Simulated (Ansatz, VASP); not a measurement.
## One calculation of Si, two programs

```
Si
1.0
     3.87150    0.00000    0.00000
     0.00000    4.04156    0.00000
     0.00000    0.00000    6.94709
Si
6
Direct
  0.00000 0.50000 0.25000
  0.00000 0.50000 0.75000
  0.24882 0.82535 0.50000
  0.75118 0.17465 0.50000
  0.75118 0.82535 0.00000
  0.24882 0.17465 0.00000
```

Change from the starting cell: the structure that the rattled cell fell into.

Alike in both runs: functional PBE; k mesh 10 × 10 × 6; occupations gaussian, width 0.1 eV; no spin polarisation.

Ansatz relaxed the structure, and its values are those at the end. VASP's run is a single point on that final structure, the one shown.

```csv
,VASP,Ansatz
version,VASP 6.6.1,Ansatz 0.2.0
potentials or method,"VASP PAW PBE potentials, release 64 (Si), cutoff 520 eV","scalar-relativistic, plane waves, PAW"
valence electrons in the cell,24,24
```

```csv
,VASP,Ansatz,Ansatz less VASP
gap on the k mesh at the Fermi level (eV),none,none,-
pressure (GPa),-0.1,0.0,+0.08
rms of the force components (eV/Å),0.006,0.005,-0.0013
```

A gap of «none» marks a metal or a gap that the smearing closes. With one functional, cell and mesh, what is left measures potentials, basis and numerics.
